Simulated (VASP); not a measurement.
Here is a VASP 6.6.1 calculation.

INCAR

```
SYSTEM = Si
ALGO = Normal
EDIFF = 1E-7
ENCUT = 520
GGA = PE
ISIF = 2
ISMEAR = 0
LASPH = .TRUE.
LCHARG = .TRUE.
LELF = .TRUE.
LREAL = .FALSE.
LVHAR = .TRUE.
LWAVE = .FALSE.
NBANDS = 11
NELM = 80
PREC = Accurate
SIGMA = 0.05
```

KPOINTS

```
k-points
0
G
  8 8 8
  0 0 0
```

The input POSCAR:

```
Si
1.0
    0.0000000000      2.8442764398      2.7348811921
    2.6254859444      0.0000000000      2.7348811921
    2.6254859444      2.8442764398      0.0000000000
Si
2
Direct
    0.5000000000      0.5000000000      0.5000000000
    0.7500000000      0.7500000000      0.7500000000
```

Potentials or basis: VASP PAW PBE potentials, release 64 (Si).

Command:

```bash
$ cat potpaw_PBE.64/Si/POTCAR > POTCAR
$ mpirun -np 1 vasp_std > vasp.out
```

(1) What does it give for the pressure?

## Answers

(1) -0.1 GPa.

Caveat: the cell differs from its parent crystal (strain -0.0400 x Voigt [1, -1, 0, 0, 0, 0]).
